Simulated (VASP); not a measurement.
# Zr3C2 (P-62m) in VASP: single point with PBE

Aim: the single point of Zr3C2 with PBE.

Everything below comes from runs of VASP 6.6.1. Logs are shortened: lines on timing, memory, paths and dates and some standing lists are left out, and cuts for length are marked.

### 1 The cell of the first run

Symmetry: P-62m, No. 189, hexagonal system. The conventional cell has a = 5.716 Å, b = 5.716 Å, c = 4.428 Å, α = 90.00°, β = 90.00°, γ = 120.00°. Zr (site symmetry m2m) has 2 C at 2.11 Å within 2.8 Å. C (site symmetry 3m) has 1 C at 1.63 Å and 3 Zr at 2.11 Å within 2.2 Å.

### 2 Single point, PBE

The input, INCAR:

```
  PREC = Accurate
  ENCUT = 520
  EDIFF = 1E-6
  ISMEAR = 0
  SIGMA = 0.1
  LREAL = False
  LASPH = True
  NELM = 100
  ALGO = Normal
  ISIF = 2
  LWAVE = False
  LCHARG = False
  GGA = PE
  NBANDS = 30
```

The input, KPOINTS:

```
Automatic mesh
0
Gamma
  12 12 8
```

The input, POSCAR:

```
Zr3C2
1.0
    5.7159106544      0.0000000000      0.0000000000
   -2.8579553272      4.9501238324      0.0000000000
    0.0000000000      0.0000000000      4.4278749555
Zr C
3 2
Direct
    0.6592761632      0.0000000000      0.0000000000
    0.3407238368      0.3407238368      0.0000000000
    0.0000000000      0.6592761632      0.0000000000
    0.0000000000      0.0000000000      0.1835297352
    0.0000000000      0.0000000000      0.8164702648
```

Potentials or basis: VASP PAW PBE potentials, release 64 (Zr_sv, C).

Command:

```
cat potpaw_PBE.64/Zr_sv/POTCAR potpaw_PBE.64/C/POTCAR > POTCAR
mpirun -np 1 vasp_std > vasp.out
```

OUTCAR:

```text
PREC = Accurate
   ENCUT = 520
   EDIFF = 1E-6
   ISMEAR = 0
   LREAL = False
   LASPH = True
   NELM = 100
   ISIF = 2
   GGA = PE

 ion  position               nearest neighbor table
   1  0.659  0.000  0.000-   4 2.11   5 2.11   3 3.26   2 3.26   2 3.26   3 3.26   2 3.37   3 3.37

   2  0.341  0.341  0.000-   4 2.11   5 2.11   1 3.26   1 3.26   3 3.26   3 3.26   3 3.37   1 3.37

   3  0.000  0.659  0.000-   4 2.11   5 2.11   1 3.26   1 3.26   2 3.26   2 3.26   2 3.37   1 3.37

   4  0.000  0.000  0.184-   5 1.63   3 2.11   2 2.11   1 2.11
   5  0.000  0.000  0.816-   4 1.63   3 2.11   2 2.11   1 2.11

  LATTYP: Found a hexagonal cell.
 ALAT       =     5.7159106544
 C/A-ratio  =     0.7746578320

  Lattice vectors:

 A1 = (   5.7159106544,   0.0000000000,   0.0000000000)
 A2 = (  -2.8579553272,   4.9501238324,   0.0000000000)
 A3 = (   0.0000000000,   0.0000000000,   4.4278749555)

Analysis of symmetry for initial positions (statically):
=====================================================================
 Subroutine PRICEL returns:
 Original cell was already a primitive cell.

 Routine SETGRP: Setting up the symmetry group for a
 hexagonal supercell.

 Subroutine GETGRP returns: Found 12 space group operations
 (whereof 12 operations were pure point group operations)
 out of a pool of 24 trial point group operations.

The static configuration has the point symmetry D_3h.

Analysis of symmetry for dynamics (positions and initial velocities):
=====================================================================
 Subroutine PRICEL returns:
 Original cell was already a primitive cell.

 Routine SETGRP: Setting up the symmetry group for a
 hexagonal supercell.

 Subroutine GETGRP returns: Found 12 space group operations
 (whereof 12 operations were pure point group operations)
 out of a pool of 24 trial point group operations.

The dynamic configuration has the point symmetry D_3h.

 Subroutine INISYM returns: Found 12 space group operations
 (whereof 12 operations are pure point group operations),
 and found     1 'primitive' translations

----------------------------------------------------------------------------------------

                                     Primitive cell

  volume of cell :     125.2844

  direct lattice vectors                    reciprocal lattice vectors
     5.715910654  0.000000000  0.000000000     0.174950250  0.101007574  0.000000000
    -2.857955327  4.950123832  0.000000000     0.000000000  0.202015148  0.000000000
     0.000000000  0.000000000  4.427874956     0.000000000  0.000000000  0.225841969

  length of vectors
     5.715910654  5.715910654  4.427874956     0.202015148  0.202015148  0.225841969

  position of ions in fractional coordinates (direct lattice)
     0.659276163  0.000000000  0.000000000
     0.340723837  0.340723837  0.000000000
     0.000000000  0.659276163  0.000000000
     0.000000000  0.000000000  0.183529735
     0.000000000  0.000000000  0.816470265

  ion indices of the primitive-cell ions
   primitive index   ion index
                 1           1
                 2           2
                 3           3
                 4           4
                 5           5

----------------------------------------------------------------------------------------

 KPOINTS: Automatic mesh

Automatic generation of k-mesh.
 Grid dimensions read from file:
 generate k-points for:   12   12    8

 Generating k-lattice:

  Cartesian coordinates                     Fractional coordinates (reciprocal lattice)
     0.014579188  0.008417298  0.000000000     0.083333333  0.000000000  0.000000000
     0.000000000  0.016834596  0.000000000     0.000000000  0.083333333  0.000000000
     0.000000000  0.000000000  0.028230246     0.000000000  0.000000000  0.125000000

  Length of vectors
     0.016834596  0.016834596  0.028230246

  Shift w.r.t. Gamma in fractional coordinates (k-lattice)
     0.000000000  0.000000000  0.000000000

 Subroutine IBZKPT returns following result:
 ===========================================

 Found     95 irreducible k-points:

 Following reciprocal coordinates:
            Coordinates               Weight
  0.000000  0.000000  0.000000      1.000000
  0.083333  0.000000  0.000000      6.000000
  0.166667  0.000000  0.000000      6.000000
  0.250000  0.000000  0.000000      6.000000
  0.333333  0.000000  0.000000      6.000000
  0.416667  0.000000  0.000000      6.000000
[... 16 lines left out ...]
  0.250000  0.000000  0.125000     12.000000
  0.333333  0.000000  0.125000     12.000000
 [... further k-points ...]
   k-points           NKPTS =     95   k-points in BZ     NKDIM =     95   number of bands    NBANDS=     30
   number of dos      NEDOS =    301   number of ions     NIONS =      5
   total plane-waves  NPLWV =  82944
   dimension x,y,z NGX =    48 NGY =   48 NGZ =   36
   dimension x,y,z NGXF=    96 NGYF=   96 NGZF=   72
   ions per type =               3   2
   NGX,Y,Z   is equivalent  to a cutoff of  13.96, 13.96, 13.52 a.u.
   NGXF,Y,Z  is equivalent  to a cutoff of  27.92, 27.92, 27.03 a.u.
 SYSTEM =  unknown system
   PREC   = accura    normal or accurate (medium, high low for compatibility)
   ISTART =      0    job   : 0-new  1-cont  2-samecut
   ICHARG =      2    charge: 1-file 2-atom 10-const
   ISPIN  =      1    spin polarized calculation?
   LNONCOLLINEAR =      F non collinear calculations
   LSORBIT =      F    spin-orbit coupling
   LASPH  =      T    aspherical Exc in radial PAW
   ENCUT  =  520.0 eV  38.22 Ry    6.18 a.u.  10.63 10.63  8.23*2*pi/ulx,y,z
   NELM   =    100;   NELMIN=  2; NELMDL= -5     # of ELM steps
   EDIFF  = 0.1E-05   stopping-criterion for ELM
   LREAL  =      F    real-space projection
   EDIFFG = 0.1E-04   stopping-criterion for IOM
   NSW    =      0    number of steps for IOM
   IBRION =     -1    ionic relax: 0-MD 1-quasi-New 2-CG
   NFREE  =      0    steps in history (QN), initial steepest desc. (CG)
   ISIF   =      2    stress and relaxation
   ISYM   =      2    0-nonsym 1-usesym 2-fastsym
   POTIM  = 0.5000    time-step for ionic-motion
   TEBEG  =    0.0;   TEEND  =   0.0 temperature during run
   PSTRESS=    0.0 pullay stress
   NELECT =      44.0000    total number of electrons
   NUPDOWN=      -1.0000    fix difference up-down
   EMIN   =  10.00;   EMAX   =-10.00  energy-range for DOS
   EFERMI =   0.00;   METHOD = LEGACY
   ISMEAR =     0;   SIGMA  =   0.10  broadening in eV -4-tet -1-fermi 0-gaus
   EFERMI_NEDOS =   21; number of points for ismear=-14 and -15
   IALGO  =     38    algorithm
   IMIX   =      4    mixing-type and parameters
     AMIX     =   0.40;   BMIX     =  1.00
     AMIX_MAG =   1.60;   BMIX_MAG =  1.00
  volume/ion in A,a.u.               =      25.06       169.09
  Fermi-wavevector in a.u.,A,eV,Ry     =   1.155030  2.182691 18.151470  1.334095
  Thomas-Fermi vector in A             =   2.291662
   LORBIT       =      0    0 simple, 1 ext, 2 COOP (PROOUT), +10 PAW based schemes
   GGA     = PE    functional components
   LHFCALC =     F    Hartree Fock is set to
   AEXX    =    0.0000 exact exchange contribution
   IVDW    =     0    specifies the selected vdW correction
   LEPSILON=     F    determine dielectric tensor
   LRPA    =     F    only Hartree local field effects (RPA)
 non-spin polarized calculation
 Gauss-broadening in eV      SIGMA  =   0.10
  energy-cutoff  :      520.00
  volume of cell :      125.28
 maximum number of plane-waves:      3425
 NGX is ok and might be reduce to    48
   NGX = 21   NGY = 21   NGZ = 17

 number of electron      43.9999999 magnetization

 Free energy of the ion-electron system (eV)
  ---------------------------------------------------
  ext. energy  EPLUGINS =         0.00000000
  ---------------------------------------------------
  free energy    TOTEN  =       -38.20490809 eV

  energy without entropy =      -38.18589982  energy(sigma->0) =      -38.19540396

 E-fermi :   4.5352     XC(G=0):  -9.0222

 val. band max:        4.5346395092   @ k =   0.0000   0.0000   0.5000
 cond. band min:       4.5409775079   @ k =   0.0000   0.0000   0.3750
 fundamental gap:      0.0063379987
 Fermi energy:         4.5351826863

 k-point     1 :       0.0000    0.0000    0.0000
  band No.  band energies     occupation
      1     -44.3354      2.00000
      2     -44.2541      2.00000
      3     -44.2541      2.00000
      4     -22.6690      2.00000
      5     -22.5667      2.00000
      6     -22.4747      2.00000
[... 22 lines left out ...]
     29       7.3641      0.00000
     30       7.4133      0.00000

 k-point     2 :       0.0833    0.0000    0.0000
  band No.  band energies     occupation
      1     -44.3338      2.00000
      2     -44.2550      2.00000
      3     -44.2548      2.00000
      4     -22.6839      2.00000
      5     -22.5647      2.00000
      6     -22.5174      2.00000
[... 22 lines left out ...]
     29       7.3436      0.00000
     30       7.4513      0.00000

 k-point     3 :       0.1667    0.0000    0.0000
  band No.  band energies     occupation
      1     -44.3291      2.00000
      2     -44.2579      2.00000
      3     -44.2566      2.00000
      4     -22.7122      2.00000
      5     -22.5588      2.00000
      6     -22.5475      2.00000
[... 22 lines left out ...]
     29       7.2681      0.00000
     30       7.4671      0.00000

 k-point     4 :       0.2500    0.0000    0.0000
  band No.  band energies     occupation
      1     -44.3216      2.00000
      2     -44.2632      2.00000
      3     -44.2589      2.00000
      4     -22.7377      2.00000
      5     -22.5576      2.00000
      6     -22.5495      2.00000
[... 22 lines left out ...]
     29       7.2061      0.00000
     30       7.5097      0.00000

 k-point     5 :       0.3333    0.0000    0.0000
  band No.  band energies     occupation
      1     -44.3122      2.00000
      2     -44.2706      2.00000
      3     -44.2611      2.00000
      4     -22.7565      2.00000
      5     -22.5431      2.00000
      6     -22.5376      2.00000
[... 22 lines left out ...]
     29       7.1781      0.00000
     30       7.5140      0.00000
[... 526 lines left out ...]
     29       7.2723      0.00000
     30       7.4727      0.00000

 k-point    22 :       0.1667    0.0000    0.1250
  band No.  band energies     occupation
      1     -44.3290      2.00000
      2     -44.2579      2.00000
      3     -44.2566      2.00000
      4     -22.7118      2.00000
      5     -22.5612      2.00000
      6     -22.5472      2.00000
[... 22 lines left out ...]
     29       7.2124      0.00000
     30       7.5029      0.00000

 k-point    23 :       0.2500    0.0000    0.1250
  band No.  band energies     occupation
      1     -44.3216      2.00000
      2     -44.2631      2.00000
      3     -44.2589      2.00000
      4     -22.7373      2.00000
      5     -22.5573      2.00000
      6     -22.5519      2.00000
[... 22 lines left out ...]
     29       7.1479      0.00000
     30       7.5586      0.00000

 k-point    24 :       0.3333    0.0000    0.1250
  band No.  band energies     occupation
      1     -44.3121      2.00000
      2     -44.2705      2.00000
      3     -44.2610      2.00000
      4     -22.7561      2.00000
      5     -22.5429      2.00000
      6     -22.5399      2.00000
[... 22 lines left out ...]
     29       7.1226      0.00000
     30       7.5617      0.00000

 [... further k-points ...]
[... 5 lines left out ...]
  --------------------------------------------------------------------------------------
  -------------------------------------------------------------------------------------
  Total        0.0941638      0.0941638      0.0737542      0.0000000      0.0000000      0.0000000
  in kB        1.2041977      1.2041977      0.9431934      0.0000000      0.0000000      0.0000000
  external PRESSURE =       1.1171963 kB  Pullay stress =       0.0000000 kB

 VOLUME and BASIS-vectors are now :
 -----------------------------------------------------------------------------
  energy-cutoff  :      520.00
  volume of cell :      125.28
      direct lattice vectors                 reciprocal lattice vectors
     5.715910654  0.000000000  0.000000000     0.174950250  0.101007574  0.000000000
    -2.857955327  4.950123832  0.000000000     0.000000000  0.202015148  0.000000000
     0.000000000  0.000000000  4.427874956     0.000000000  0.000000000  0.225841969

 POSITION                                       TOTAL-FORCE (eV/Angst)
 -----------------------------------------------------------------------------------
      3.76836      0.00000      0.00000        -0.039823      0.000000     -0.000000
      0.97377      1.68663      0.00000         0.019911      0.034488     -0.000000
     -1.88418      3.26350      0.00000         0.019911     -0.034488     -0.000000
      0.00000      0.00000      0.81265        -0.000000      0.000000      0.063765
      0.00000      0.00000      3.61523        -0.000000      0.000000     -0.063765
 -----------------------------------------------------------------------------------
    total drift:                                0.000000      0.000000     -0.000000

  FREE ENERGIE OF THE ION-ELECTRON SYSTEM (eV)
  ---------------------------------------------------
  free  energy   TOTEN  =       -38.2049080898 eV

  energy  without entropy=      -38.1858998221  energy(sigma->0) =      -38.19540396
```

It took 3.7 min on 1 thread of AMD EPYC 9R45 (Zen 5), shared host; peak memory 0.42 GiB.

Results:

```yaml
Free_energy: -38.2049 eV
Pressure: 0.1 GPa
Largest_force: 0.064 eV/Å
Band_gap_on_the_k_mesh: zero (band 22 reaches 4.70 eV, above the bottom of band 23 at 4.40 eV)
```

Forces in eV/Å, atoms in the order of the input:
```
Zr  -0.040  0.000  0.000
Zr   0.020  0.034  0.000
Zr   0.020 -0.034  0.000
C    0.000  0.000  0.064
C    0.000  0.000 -0.064
```
